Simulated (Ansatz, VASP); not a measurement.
## One calculation of Bi2Pd3Br, two programs

```xyz
6
Lattice="3.6924 0.0000 0.0000 0.0000 3.6924 0.0000 0.0000 0.0000 10.6915" Properties=species:S:1:pos:R:3 pbc="T T T"
Bi    1.8462    1.8462    7.0336
Bi    1.8462    1.8462    3.6579
Pd    0.0000    0.0000    5.3458
Pd    0.0000    0.0000    2.4932
Pd    0.0000    0.0000    8.1984
Br    0.0000    0.0000    0.0000
```

Alike in both runs: functional PBE; k mesh 8 × 8 × 4; occupations gaussian, width 0.1 eV; no spin polarisation.

Ansatz relaxed the structure, and its values are those at the end. VASP's run is a single point on that final structure, the one shown.

|  | VASP | Ansatz |
| --- | --- | --- |
| version | VASP 6.6.1 | Ansatz 0.2.0 |
| potentials or method | VASP PAW PBE potentials, release 64 (Bi_d, Pd, Br), cutoff 520 eV | scalar-relativistic, plane waves, PAW |
| valence electrons in the cell | 67 | 91 |

|  | VASP | Ansatz | Ansatz less VASP |
| --- | --- | --- | --- |
| gap on the k mesh at the Fermi level (eV) | none | none | - |
| pressure (GPa) | 0.0 | 0.0 | +0.01 |

A gap of «none» marks a metal or a gap that the smearing closes. The functional is the same, so the differences come from potentials, cutoffs and numerics. VASP's potentials hold 67 valence electrons a cell and Ansatz's 91, so a difference there can come from the potentials and not from the codes.

Neither program's run includes spin-orbit coupling.
